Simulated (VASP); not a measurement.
# MoS2 (P6_3/mmc) in VASP: notebook

MoS2 is run at these levels: PBEsol; tasks: single point.

All numbers are computed with VASP 6.6.1; they aren't measurements. Logs are shortened: lines on timing, memory, paths and dates and some standing lists are left out, and cuts for length are marked.

### 1 The cell of the first run

The structure is hexagonal, space group P6_3/mmc (No. 194). The conventional cell has a = 3.141 Å, b = 3.141 Å, c = 12.585 Å, α = 90.00°, β = 90.00°, γ = 120.00°. Within 3.2 Å of Mo (site symmetry -6m2) lie 6 S at 2.39 Å and 6 Mo at 3.14 Å. Within 3.2 Å of S (site symmetry 3m) lie 3 Mo at 2.39 Å and 7 S at 3.12 to 3.14 Å.

### 2 Single point, PBEsol

File INCAR:

```
SYSTEM = MoS2
PREC     = Accurate       ! precision mode
ENCUT    = 520            ! plane-wave cutoff, eV
EDIFF    = 1E-6           ! SCF threshold, eV
ISMEAR   = 0              ! smearing method
SIGMA    = 0.02           ! smearing width, eV
LREAL    = .FALSE.        ! projectors in reciprocal space
LASPH    = .TRUE.         ! aspherical terms in the spheres
NELM     = 80             ! most SCF steps
ALGO     = Normal         ! electronic algorithm
ISIF     = 2              ! what is computed and relaxed
LWAVE    = .FALSE.        ! write WAVECAR
LCHARG   = .FALSE.        ! write CHGCAR
GGA      = PS             ! functional
NBANDS   = 35             ! bands
```

File KPOINTS:

```
Automatic mesh
0
G
  12 12 2
  0 0 0
```

File POSCAR:

```
MoS2
1.0
    3.1413882571      0.0000000000      0.0000000000
   -1.5706941286      2.7205220338      0.0000000000
    0.0000000000      0.0000000000     12.5850886796
Mo S
2 4
Direct
    0.6666666667      0.3333333333      0.2500000000
    0.3333333333      0.6666666667      0.7500000000
    0.6666666667      0.3333333333      0.6261196804
    0.3333333333      0.6666666667      0.3738803196
    0.6666666667      0.3333333333      0.8738803196
    0.3333333333      0.6666666667      0.1261196804
```

Potentials or basis: VASP PAW PBE potentials, release 64 (Mo_sv, S).

Started as:

```sh
cat potpaw_PBE.64/Mo_sv/POTCAR potpaw_PBE.64/S/POTCAR > POTCAR
mpirun -np 1 vasp_std > vasp.out
```

OUTCAR:

```text
SYSTEM = MoS2
   PREC = Accurate
   ENCUT = 520
   EDIFF = 1E-6
   ISMEAR = 0
   LREAL = .FALSE.
   LASPH = .TRUE.
   NELM = 80
   ISIF = 2
   GGA = PS

 ion  position               nearest neighbor table
   1  0.667  0.333  0.250-   4 2.39   6 2.39   4 2.39   6 2.39   4 2.39   6 2.39
   2  0.333  0.667  0.750-   3 2.39   5 2.39   3 2.39   5 2.39   3 2.39   5 2.39
   3  0.667  0.333  0.626-   2 2.39   2 2.39   2 2.39
   4  0.333  0.667  0.374-   1 2.39   1 2.39   1 2.39
   5  0.667  0.333  0.874-   2 2.39   2 2.39   2 2.39
   6  0.333  0.667  0.126-   1 2.39   1 2.39   1 2.39

  LATTYP: Found a hexagonal cell.
 ALAT       =     3.1413882571
 C/A-ratio  =     4.0062187955

  Lattice vectors:

 A1 = (   3.1413882571,   0.0000000000,   0.0000000000)
 A2 = (  -1.5706941286,   2.7205220338,   0.0000000000)
 A3 = (   0.0000000000,   0.0000000000,  12.5850886796)

Analysis of symmetry for initial positions (statically):
=====================================================================
 Subroutine PRICEL returns:
 Original cell was already a primitive cell.

 Routine SETGRP: Setting up the symmetry group for a
 hexagonal supercell.

 Subroutine GETGRP returns: Found 24 space group operations
 (whereof 12 operations were pure point group operations)
 out of a pool of 24 trial point group operations.

The static configuration has the point symmetry D_3d.
 The point group associated with its full space group is D_6h.

Analysis of symmetry for dynamics (positions and initial velocities):
=====================================================================
 Subroutine PRICEL returns:
 Original cell was already a primitive cell.

 Routine SETGRP: Setting up the symmetry group for a
 hexagonal supercell.

 Subroutine GETGRP returns: Found 24 space group operations
 (whereof 12 operations were pure point group operations)
 out of a pool of 24 trial point group operations.

The dynamic configuration has the point symmetry D_3d.
 The point group associated with its full space group is D_6h.

 Subroutine INISYM returns: Found 24 space group operations
 (whereof 12 operations are pure point group operations),
 and found     1 'primitive' translations

----------------------------------------------------------------------------------------

                                     Primitive cell

  volume of cell :     107.5549

  direct lattice vectors                    reciprocal lattice vectors
[... 98 lines left out ...]
   NSW    =      0    number of steps for IOM
   IBRION =     -1    ionic relax: 0-MD 1-quasi-New 2-CG
   NFREE  =      0    steps in history (QN), initial steepest desc. (CG)
   ISIF   =      2    stress and relaxation
   ISYM   =      2    0-nonsym 1-usesym 2-fastsym
   POTIM  = 0.5000    time-step for ionic-motion
   TEBEG  =    0.0;   TEEND  =   0.0 temperature during run
   PSTRESS=    0.0 pullay stress
   NELECT =      52.0000    total number of electrons
   NUPDOWN=      -1.0000    fix difference up-down
   EMIN   =  10.00;   EMAX   =-10.00  energy-range for DOS
   EFERMI =   0.00;   METHOD = LEGACY
   ISMEAR =     0;   SIGMA  =   0.02  broadening in eV -4-tet -1-fermi 0-gaus
   EFERMI_NEDOS =   21; number of points for ismear=-14 and -15
   IALGO  =     38    algorithm
   IMIX   =      4    mixing-type and parameters
     AMIX     =   0.40;   BMIX     =  1.00
     AMIX_MAG =   1.60;   BMIX_MAG =  1.00
  volume/ion in A,a.u.               =      17.93       120.97
  Fermi-wavevector in a.u.,A,eV,Ry     =   1.284890  2.428090 22.462429  1.650942
  Thomas-Fermi vector in A             =   2.417057
   LORBIT       =      0    0 simple, 1 ext, 2 COOP (PROOUT), +10 PAW based schemes
   GGA     = PS    functional components
   LHFCALC =     F    Hartree Fock is set to
   AEXX    =    0.0000 exact exchange contribution
   IVDW    =     0    specifies the selected vdW correction
   LEPSILON=     F    determine dielectric tensor
   LRPA    =     F    only Hartree local field effects (RPA)
 non-spin polarized calculation
 Gauss-broadening in eV      SIGMA  =   0.02
  energy-cutoff  :      520.00
  volume of cell :      107.55
 maximum number of plane-waves:      2922
 NGX is ok and might be reduce to    24
   NGX = 11   NGY = 11   NGZ = 47

 number of electron      52.0000003 magnetization

 Free energy of the ion-electron system (eV)
  ---------------------------------------------------
  ext. energy  EPLUGINS =         0.00000000
  ---------------------------------------------------
  free energy    TOTEN  =       -46.90567556 eV

  energy without entropy =      -46.90567556  energy(sigma->0) =      -46.90567556

 E-fermi :   7.4450     XC(G=0): -10.9211

 val. band max:        7.2521884664   @ k =   0.0000   0.0000   0.0000
 cond. band min:       8.2498088010   @ k =   0.1667   0.1667   0.0000
 fundamental gap:      0.9976203346
 Fermi energy:         7.4449953676

 k-point     1 :       0.0000    0.0000    0.0000
  band No.  band energies     occupation
      1     -54.0288      2.00000
      2     -54.0288      2.00000
      3     -28.2403      2.00000
      4     -28.2402      2.00000
      5     -27.9776      2.00000
      6     -27.9776      2.00000
[... 901 lines left out ...]
     34      10.9245      0.00000
     35      14.0715      0.00000

 [... further k-points ...]

------------------------ aborting loop because EDIFF is reached ----------------------------------------

  FORCE on cell =-STRESS in cart. coord.  units (eV):
  Direction    XX          YY          ZZ          XY          YZ          ZX
  --------------------------------------------------------------------------------------
  -------------------------------------------------------------------------------------
  Total       -0.0065856     -0.0065856     -0.0320372      0.0000000      0.0000000     -0.0000000
  in kB       -0.0981013     -0.0981013     -0.4772377      0.0000000      0.0000000     -0.0000000
  external PRESSURE =      -0.2244801 kB  Pullay stress =       0.0000000 kB

 VOLUME and BASIS-vectors are now :
 -----------------------------------------------------------------------------
  energy-cutoff  :      520.00
  volume of cell :      107.55
      direct lattice vectors                 reciprocal lattice vectors
     3.141388257  0.000000000  0.000000000     0.318330597  0.183788256  0.000000000
    -1.570694129  2.720522034  0.000000000     0.000000000  0.367576512  0.000000000
     0.000000000  0.000000000 12.585088680     0.000000000  0.000000000  0.079459114

 POSITION                                       TOTAL-FORCE (eV/Angst)
 -----------------------------------------------------------------------------------
      1.57069      0.90684      3.14627         0.000000     -0.000000      0.000000
     -0.00000      1.81368      9.43882        -0.000000      0.000000      0.000000
      1.57069      0.90684      7.87977        -0.000000     -0.000000     -0.001592
     -0.00000      1.81368      4.70532        -0.000000      0.000000      0.001592
      1.57069      0.90684     10.99786        -0.000000     -0.000000      0.001592
     -0.00000      1.81368      1.58723         0.000000      0.000000     -0.001592
 -----------------------------------------------------------------------------------
    total drift:                                0.000000     -0.000000      0.000000

  FREE ENERGIE OF THE ION-ELECTRON SYSTEM (eV)
  ---------------------------------------------------
  free  energy   TOTEN  =       -46.9056755623 eV

  energy  without entropy=      -46.9056755623  energy(sigma->0) =      -46.90567556
```

It took 75 s on 1 thread of AMD EPYC 9R45 (Zen 5), shared host; peak memory 0.25 GiB.

Results:

```yaml
Free_energy: -46.9057 eV
Pressure: 0.0 GPa
Band_gap_on_the_k_mesh: 1.00 eV, indirect (least direct gap 1.75 eV)
```

Levels at points of the mesh, in eV from the valence-band top:
```
           k point  band 22  band 23  band 24  band 25  band 26  band 27  band 28  band 29  band 30  band 31
(0.00, 0.00, 0.00)    -2.03    -2.03    -1.31    -1.12     0.00     2.29     2.29     2.31     2.31     2.51
(0.50, 0.00, 0.00)    -2.45    -1.55    -1.40    -1.31    -1.23     1.81     1.84     2.20     2.45     3.02
(0.00, 0.00, 0.50)    -2.04    -2.04    -2.04    -0.29    -0.29     2.30     2.30     2.30     2.30     2.58
(0.50, 0.00, 0.50)    -2.56    -1.48    -1.48    -1.26    -1.26     1.82     1.82     2.33     2.33     3.35
```

Caveat: the PAW data sets were made with another functional, which shifts forces and pressure a little; this functional lacks dispersion, which binds the layers, so the pressure and a relaxed spacing across them are unreliable. A k mesh can miss the band edges.

### 3 Single point, PBEsol

File INCAR:

```
  PREC = Accurate
  ENCUT = 520
  EDIFF = 1E-7
  ISMEAR = 0
  SIGMA = 0.02
  LREAL = False
  LASPH = True
  NELM = 100
  ALGO = Normal
  ISIF = 2
  LWAVE = False
  LCHARG = False
  GGA = PS
  NBANDS = 35
```

File KPOINTS:

```
regular mesh
0
Gamma
  12 12 2
```

POSCAR is that of step 2.

Potentials or basis: VASP PAW PBE potentials, release 64 (Mo_sv, S).

Started as:

```sh
cat potpaw_PBE.64/Mo_sv/POTCAR potpaw_PBE.64/S/POTCAR > POTCAR
mpirun -np 1 vasp_std > vasp.out
```

It took 84 s on 1 thread of AMD EPYC 9R45 (Zen 5), shared host; peak memory 0.25 GiB.

It converged, with:

```yaml
Free_energy: -46.9057 eV
Pressure: 0.0 GPa
Band_gap_on_the_k_mesh: 1.00 eV, indirect (least direct gap 1.75 eV)
```

Levels at points of the mesh, in eV from the valence-band top:
```tsv
k point	band 23	band 24	band 25	band 26	band 27	band 28	band 29	band 30
(0.00, 0.00, 0.00)	-2.03	-1.31	-1.12	0.00	2.29	2.29	2.31	2.31
(0.50, 0.00, 0.00)	-1.55	-1.40	-1.31	-1.23	1.81	1.84	2.20	2.45
(0.00, 0.00, 0.50)	-2.04	-2.04	-0.29	-0.29	2.30	2.30	2.30	2.30
(0.50, 0.00, 0.50)	-1.48	-1.48	-1.26	-1.26	1.82	1.82	2.33	2.33
```

Caveat: the PAW data sets were made with another functional, which shifts forces and pressure a little; this functional lacks dispersion, which binds the layers, so the pressure and a relaxed spacing across them are unreliable. A k mesh can miss the band edges.

### 4 Single point, PBEsol (strain along c alone, the other axes held: +2.0 %, then relaxed in part)

File INCAR:

```
PREC     = Accurate       # precision mode
ENCUT    = 520            # plane-wave cutoff, eV
EDIFF    = 1E-7           # SCF threshold, eV
ISMEAR   = 0              # smearing method
SIGMA    = 0.02           # smearing width, eV
LREAL    = False          # projectors in reciprocal space
LASPH    = True           # aspherical terms in the spheres
NELM     = 80             # most SCF steps
ALGO     = Normal         # electronic algorithm
ISIF     = 2              # what is computed and relaxed
LWAVE    = False          # write WAVECAR
LCHARG   = False          # write CHGCAR
GGA      = PS             # functional
NBANDS   = 35             # bands
```

File KPOINTS:

```
Automatic mesh
0
Gamma
  12 12 2
```

File POSCAR:

```
MoS2
1.0
    3.1413882571      0.0000000000      0.0000000000
   -1.5706941286      2.7205220338      0.0000000000
    0.0000000000      0.0000000000     12.8367904532
Mo S
2 4
Direct
    0.6666666667      0.3333333333      0.2500000000
    0.3333333333      0.6666666667      0.7500000000
    0.6666666667      0.3333333333      0.6285143205
    0.3333333333      0.6666666667      0.3714856795
    0.6666666667      0.3333333333      0.8714856795
    0.3333333333      0.6666666667      0.1285143205
```

Started as:

```sh
cat potpaw_PBE.64/Mo_sv/POTCAR potpaw_PBE.64/S/POTCAR > POTCAR
mpirun -np 1 vasp_std > vasp.out
```

Run time: 86 s. Hardware: 1 thread of AMD EPYC 9R45 (Zen 5), shared host; peak memory 0.25 GiB.

It converged, with:

```yaml
Free_energy: -46.9037 eV
Pressure: -0.2 GPa
Band_gap_on_the_k_mesh: 1.10 eV, indirect (least direct gap 1.76 eV)
```

Forces on the atoms (eV/Å):
```
Mo   0.000  0.000  0.000
Mo   0.000  0.000  0.000
S    0.000  0.000 -0.003
S    0.000  0.000  0.003
S    0.000  0.000  0.003
S    0.000  0.000 -0.003
```

Stress tensor (GPa, compression positive):
```
-0.07  0.00  0.00
 0.00 -0.07  0.00
 0.00  0.00 -0.33
```

Levels at points of the mesh, in eV from the valence-band top:
| k point | band 23 | band 24 | band 25 | band 26 | band 27 | band 28 | band 29 | band 30 |
| --- | --- | --- | --- | --- | --- | --- | --- | --- |
| (0.00, 0.00, 0.00) | -1.95 | -1.39 | -1.02 | 0.00 | 2.38 | 2.38 | 2.39 | 2.39 |
| (0.50, 0.00, 0.00) | -1.45 | -1.34 | -1.22 | -1.16 | 1.89 | 1.91 | 2.29 | 2.51 |
| (0.00, 0.00, 0.50) | -1.96 | -1.96 | -0.29 | -0.29 | 2.38 | 2.38 | 2.38 | 2.38 |
| (0.50, 0.00, 0.50) | -1.39 | -1.39 | -1.18 | -1.18 | 1.90 | 1.90 | 2.41 | 2.41 |

Caveat: the cell differs from its parent crystal (strain along c alone, the other axes held: +2.0 %, then relaxed in part); the PAW data sets were made with another functional, which shifts forces and pressure a little; this functional lacks dispersion, which binds the layers, so the pressure and a relaxed spacing across them are unreliable.
